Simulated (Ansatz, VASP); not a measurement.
One calculation of ZnCu4, two programs

```
CELL_PARAMETERS angstrom
2.56651 0.00000 0.00000
0.00000 2.56651 0.00000
0.00000 0.00000 23.25920
ATOMIC_POSITIONS crystal
Zn 0.00000 0.00000 0.34635
Cu 0.50000 0.50000 0.42174
Cu 0.00000 0.00000 0.50000
Cu 0.50000 0.50000 0.57826
Cu 0.00000 0.00000 0.65365
```

Alike in both runs: task single point; functional PBE; k mesh 14 × 14 × 1; occupations fermi-dirac, width 0.1 eV; no spin polarisation.

|  | VASP | Ansatz |
| --- | --- | --- |
| version | VASP 6.6.1 | Ansatz 0.2.0 |
| potentials or method | VASP PAW PBE potentials, release 64 (Zn, Cu) | PAW with Ansatz's default frozen-core files, scalar-relativistic |
| plane-wave cutoff (eV) | 520 | 420 |
| valence electrons in the cell | 56 | 88 |

```csv
,VASP,Ansatz,Ansatz less VASP
rms of the force components (eV/Å),0.206,0.196,-0.0101
```

Atom by atom the forces differ by 0.013 eV/Å (rms over components). The functional is the same, so the differences come from potentials, cutoffs and numerics. VASP's potentials hold 56 valence electrons a cell and Ansatz's 88, so a difference there can come from the potentials and not from the codes.
